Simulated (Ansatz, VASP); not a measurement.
## One calculation of MnO2, two programs

The input INCAR:

```
ALGO = Normal
EDIFF = 1E-6
ENCUT = 520
GGA = PS
ISIF = 2
ISMEAR = -1
ISPIN = 2
LASPH = T
LCHARG = F
LMAXMIX = 4
LORBIT = 11
LREAL = F
LWAVE = F
MAGMOM = 6 6 0 0 0 0
NBANDS = 38
NELM = 150
NUPDOWN = 12.0
PREC = Accurate
SIGMA = 0.05
```

The input KPOINTS:

```
k-points
0
Gamma
  9 9 3
```

Contents of POSCAR:

```
MnO2
1.0
    2.8549554371      0.0000000000      0.0000000000
   -1.4274777185      2.4724639352      0.0000000000
    0.0000000000      0.0000000000     10.2217427273
Mn O
2 4
Direct
    0.0000000000      0.0000000000      0.5000000000
    0.0000000000      0.0000000000      0.0000000000
    0.6666666667      0.3333333333      0.4068564500
    0.6666666667      0.3333333333      0.0931435500
    0.3333333333      0.6666666667      0.5931435500
    0.3333333333      0.6666666667      0.9068564500
```

input.yaml

```yaml
crystal:
  lattice:
    - [2.8549554371, 0.0, 0.0]
    - [-1.4274777185, 2.4724639352, 0.0]
    - [0.0, 0.0, 10.2217427273]
  atoms:
    - { symbol: Mn, position: [0.0, 0.0, 0.5], spin: 6.0 }
    - { symbol: Mn, position: [0.0, 0.0, 0.0], spin: 6.0 }
    - { symbol: O, position: [0.6666666667, 0.3333333333, 0.40685645] }
    - { symbol: O, position: [0.6666666667, 0.3333333333, 0.09314355] }
    - { symbol: O, position: [0.3333333333, 0.6666666667, 0.59314355] }
    - { symbol: O, position: [0.3333333333, 0.6666666667, 0.90685645] }
hamiltonian:
  xc: pbesol
  pseudopotentials: { kind: paw }
magnetization:
  spin_polarized: true
  initial_magnetization: 12.0
  spin_locking: { lock_magnetization: hard }
kpoints:
  mp_grid: { grid: [9, 9, 3] }
scf:
  occupations: { method: fermi_dirac, width: 0.05 }
  lower_state_search: "off"
output:
  forces: true
  stress: true
  eigenvalues: true
  write_density: true
  write_potential: true
  elf: true
  volumetric_format: npy
```

Alike in both runs: task single point; functional PBEsol; k mesh 9 × 9 × 3; occupations fermi-dirac, width 0.05 eV; collinear spin; fixed moment 12 μB.

```csv
,VASP,Ansatz
version,VASP 6.6.1,Ansatz 0.2.0
potentials or method,"VASP PAW PBE potentials, release 64 (Mn_pv, O)",Ansatz PAW
plane-wave cutoff (eV),520,420
valence electrons in the cell,50,54
```

Ansatz gave:

* rms of the force components (eV/Å): 1.241
* net moment per atom (μB): 2.00
* size of the moment on the site where the two differ most (μB): 3.46

Task: Which values does VASP return?

Result: rms of the force components (eV/Å): 1.289; net moment per atom (μB): 2.00; size of the moment on the site where the two differ most (μB): 3.96.

VASP's potentials were made for PBE, not for PBEsol. Site moments also hang on the region over which each program counts them. Atom by atom the forces differ by 0.048 eV/Å (rms over components). VASP's potentials hold 50 valence electrons a cell and Ansatz's 54, so a difference there can come from the potentials and not from the codes.
